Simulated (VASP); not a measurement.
Runs of VASP 6.6.1 on Cs. The structure is that of space group Pm-3m (No. 221), or close to it. The cells are those of the table. 

| cell | gap on the mesh (eV) | pressure (GPa) |
| --- | --- | --- |
| a = 3.962 Å, 1 atom | none | (a) |
| a = 4.535 Å, 1 atom | none | 0.2 |
| a = 3.728 Å, 1 atom | none | (b) |
| a = 3.461 Å, 1 atom | none | 3.8 |
| a = 4.360 Å, 1 atom | none | 0.5 |

Alike in all rows: task single point; level LDA; potentials or basis VASP PAW LDA potentials, release 64 (Cs_sv); no spin polarisation; k mesh 8 × 8 × 8; cutoff (eV) 520; smearing fermi-dirac 0.1 eV.

Problem. Estimate the missing entries.

Solution. (a) 1.2; (b) 1.8.

Caveats: spin-orbit coupling is left out, which moves the levels of the heavy elements.

A k mesh can miss the band edges, and the runs leave out spin-orbit coupling on Cs.

A gap of «none» marks levels without a gap at the run's occupations.
